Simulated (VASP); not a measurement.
SnGe2:

```
CELL_PARAMETERS angstrom
5.55389 0.00000 0.00000
0.00000 3.29951 0.00000
-1.15316 0.00000 7.50807
ATOMIC_POSITIONS crystal
Sn 0.28041 0.25000 0.07509
Sn 0.71959 0.75000 0.92491
Ge 0.36807 0.75000 0.59843
Ge 0.99849 0.25000 0.67847
Ge 0.63193 0.25000 0.40157
Ge 0.00151 0.75000 0.32153
```

| Property | Result |
| --- | --- |
| Program | VASP 6.6.1 |
| Task | relaxation of cell and atoms |
| Functional | PBE |
| Potentials or basis | VASP PAW PBE potentials, release 64 (Sn_d, Ge_d) |
| Cutoff | 600 eV |
| k mesh | 4 × 6 × 2 |
| Occupations | gaussian, width 0.1 eV |
| Spin | no spin polarisation |

At the start: pressure -0.2 GPa; volume 22.93 Å³/atom.

Task: How do energy, volume and symmetry change on relaxing?

Result: Over 31 steps the energy falls by 37.8 meV/atom and the volume is 22.47 Å³/atom (-2.0 %); space group P2_1/m (No. 11, to 0.1 Å) before and after.

The path:
| step | energy change (eV) | largest force (eV/Å) | pressure (GPa) | volume (Å³) |
| --- | --- | --- | --- | --- |
| 1 | 0.0000 | 0.1426 | -0.20 | 137.59 |
| 2 | -0.0521 | 0.1432 | -0.05 | 137.00 |
| 3 | -0.0975 | 0.3435 | 0.53 | 134.92 |
| 4 | -0.1107 | 0.2587 | 0.17 | 135.73 |
| 5 | -0.1111 | 0.2682 | 0.13 | 135.62 |
| 6 | -0.1226 | 0.2008 | 0.01 | 135.92 |
| 7 | -0.1230 | 0.1907 | -0.03 | 135.98 |
| 8 | -0.1353 | 0.1417 | -0.19 | 136.06 |
| 9 | -0.1439 | 0.1335 | -0.36 | 136.16 |
| 10 | -0.1528 | 0.1061 | 0.32 | 134.47 |
| 11 | -0.1530 | 0.1126 | 0.41 | 134.17 |
| 12 | -0.1610 | 0.1244 | 0.29 | 134.46 |
| 13 | -0.1662 | 0.1379 | 0.10 | 134.82 |
| 14 | -0.1667 | 0.1438 | 0.03 | 134.98 |
| 15 | -0.1744 | 0.1366 | -0.12 | 135.28 |
| 16 | -0.1927 | 0.1197 | -0.57 | 136.19 |
| 17 | -0.2003 | 0.1093 | -1.27 | 138.00 |
| 18 | -0.2027 | 0.0955 | -1.05 | 137.35 |
| 19 | -0.2090 | 0.0907 | -0.80 | 136.73 |
| 20 | -0.2155 | 0.1245 | -0.07 | 135.09 |
| 21 | -0.2156 | 0.1173 | -0.08 | 135.24 |
| 22 | -0.2182 | 0.0958 | -0.08 | 135.09 |
| 23 | -0.2215 | 0.0743 | 0.05 | 134.78 |
| 24 | -0.2205 | 0.0634 | 0.31 | 134.16 |
| 25 | -0.2223 | 0.0643 | 0.16 | 134.54 |
| 26 | -0.2236 | 0.0592 | 0.10 | 134.79 |
| 27 | -0.2244 | 0.0594 | -0.22 | 135.40 |
| 28 | -0.2246 | 0.0590 | -0.16 | 135.22 |
| 29 | -0.2255 | 0.0486 | -0.02 | 134.96 |
| 30 | -0.2258 | 0.0484 | 0.10 | 134.71 |
| 31 | -0.2267 | 0.0393 | 0.09 | 134.80 |

Final structure:
```
Sn Ge
1.0
     5.71940    0.00000   -0.25880
     0.00000    3.16330    0.00000
    -1.54234    0.00000    7.52034
Sn Ge
2 4
Direct
  0.30877 0.25000 0.09516
  0.69123 0.75000 0.90484
  0.33049 0.75000 0.57056
  0.02841 0.25000 0.72258
  0.66951 0.25000 0.42944
  0.97159 0.75000 0.27742
```

Caveat: the k points lie up to 0.42 Å⁻¹ apart in the final cell, too coarse for converged energies and pressures of a metal.
